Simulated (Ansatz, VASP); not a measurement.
# Se: VASP beside Ansatz

```
Se
1.0
     4.36620    0.00000    0.00000
    -2.18310    3.78124    0.00000
     0.00000    0.00000    4.95360
Se
3
Cartesian
  1.6910 2.9289 0.0000
  -0.4921 0.8523 3.3024
  0.9841 0.0000 1.6512
```

Alike in both runs: task single point; functional PBE-based screened hybrid; k mesh 4 × 4 × 3; occupations fermi-dirac, width 0.05 eV; no spin polarisation.

```csv
,VASP,Ansatz
version,VASP 6.6.1,Ansatz 0.2.0
potentials or method,"VASP PAW PBE potentials, release 64 (Se)",Ansatz PAW
plane-wave cutoff (eV),520,420
valence electrons in the cell,18,48
```

|  | VASP | Ansatz | Ansatz less VASP |
| --- | --- | --- | --- |
| gap on the k mesh at the Fermi level (eV) | 2.42 | 2.41 | -0.009 |
| least direct gap on the mesh (eV) | 2.81 | 2.81 | +0.006 |
| pressure (GPa) | 0.6 | 0.7 | +0.19 |
| traceless stress, the component that is largest in VASP (GPa) | -0.46 | -0.35 | +0.106 |
| rms of the force components (eV/Å) | 0.120 | 0.099 | -0.0214 |

VASP's potentials were made for PBE, not for PBE-based screened hybrid. Atom by atom the forces differ by 0.021 eV/Å (rms over components). VASP's potentials hold 18 valence electrons a cell and Ansatz's 48, so a difference there can come from the potentials and not from the codes.

The k mesh is coarse, so the values compare programs but aren't converged. Noted on Ansatz's run: odd divisions of the mesh miss points on the zone boundary, where band edges often lie, so the gap on the mesh can be too wide.
